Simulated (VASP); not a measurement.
## BaCaF4: single point with PBE

BaCaF4:

```xyz
6
Lattice="4.0707 0.0000 0.0000 0.0000 4.0707 0.0000 0.0000 0.0000 5.9647" Properties=species:S:1:pos:R:3 pbc="T T T"
Ca    0.0000    0.0000    0.0000
F     0.0000    2.0353    4.6362
F     0.0000    2.0353    1.3285
F     2.0353    0.0000    1.3285
F     2.0353    0.0000    4.6362
Ba    2.0353    2.0353    2.9824
```

```yaml
Program: VASP 6.6.1
Task: single point
Functional: PBE
Potentials_or_basis: VASP PAW PBE potentials, release 64 (Ca_sv, F, Ba_sv)
Cutoff: 520 eV
k_mesh: 6 × 6 × 4
Occupations: fermi-dirac, width 0.02 eV
Spin: no spin polarisation
Dipole_correction: no
Further_INCAR_settings: ALGO = Normal; EDIFF = 1e-06; NBANDS = 33
```

* Pressure: 3.1 GPa
* Largest force: 0.004 eV/Å
* Band gap on the k mesh: 6.22 eV, indirect (least direct gap 6.47 eV)

Forces in eV/Å, atoms in the order of the input:
```
Ca   0.000  0.000  0.000
F    0.000  0.000  0.004
F    0.000  0.000 -0.004
F    0.000  0.000 -0.004
F    0.000  0.000  0.004
Ba   0.000  0.000  0.000
```

Levels at points of the mesh, in eV from the valence-band top:
```
           k point  band 20  band 21  band 22  band 23  band 24  band 25  band 26  band 27  band 28  band 29
(0.00, 0.00, 0.00)    -0.48    -0.30    -0.30    -0.27    -0.26     6.22     7.80     8.60     8.73     8.90
(0.50, 0.00, 0.00)    -1.09    -0.68    -0.66    -0.48    -0.01     7.92     8.63     9.00     9.02     9.05
(0.50, 0.50, 0.00)    -0.60    -0.50    -0.37    -0.25    -0.14     6.47     8.27     8.95     8.95     9.47
(0.00, 0.00, 0.50)    -0.95    -0.45    -0.45    -0.17    -0.17     6.86     8.40     8.94     9.05     9.41
(0.50, 0.00, 0.50)    -0.99    -0.81    -0.39    -0.38    -0.12     8.57     8.58     8.99     9.03     9.43
(0.50, 0.50, 0.50)    -0.28    -0.26    -0.26    -0.19    -0.19     6.74     8.38     8.87     9.29     9.29
```

Run time: 56 s on 1 thread of Intel(R) Xeon(R) Platinum 8488C (Sapphire Rapids) (shared host), peak memory 0.25 GiB.

Caveat: spin-orbit coupling is left out, which moves the levels of the heavy elements. A k mesh can miss the band edges.
